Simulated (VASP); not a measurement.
Input of a VASP 6.6.1 run:

The input INCAR:

```
ALGO     = Normal         # electronic algorithm
EDIFF    = 1E-6           # SCF threshold, eV
ENCUT    = 600            # plane-wave cutoff, eV
GGA      = PE             # functional
GGA_COMPAT= F            
ISIF     = 2              # what is computed and relaxed
ISMEAR   = 0              # smearing method
IVDW     = 12             # dispersion correction
LASPH    = T              # aspherical terms in the spheres
LCHARG   = T              # write CHGCAR
LELF     = T              # ELF
LREAL    = F              # projectors in reciprocal space
LVHAR    = T            
LWAVE    = F              # write WAVECAR
NBANDS   = 33             # bands
NELM     = 120            # most SCF steps
PREC     = Accurate       # precision mode
SIGMA    = 0.05           # smearing width, eV
```

Contents of KPOINTS:

```
k-points
0
Gamma
  6 6 8
```

POSCAR

```
TiO2
1.0
    4.6435287216      0.0000000000      0.0000000000
    0.0000000000      4.6435287216      0.0000000000
    0.0000000000      0.0000000000      2.9755586127
Ti O
2 4
Direct
    0.0000000000      0.0000000000      0.0000000000
    0.5000000000      0.5000000000      0.5000000000
    0.3044780685      0.3044780685      0.0000000000
    0.8044780685      0.1955219315      0.5000000000
    0.1955219315      0.8044780685      0.5000000000
    0.6955219315      0.6955219315      0.0000000000
```

Potentials or basis: VASP PAW PBE potentials, release 64 (Ti_sv, O).

Launch:

```console
$ cat potpaw_PBE.64/Ti_sv/POTCAR potpaw_PBE.64/O/POTCAR > POTCAR
$ mpirun -np 1 vasp_std > vasp.out
```

(1) What does it give for the band gap on the k mesh?

(2) Predict the pressure.

(3) What does it give for the largest force?

Answers

(1) 1.79 eV, direct.

(2) -4.6 GPa.

(3) 0.070 eV/Å.

Caveat: three body term missing.
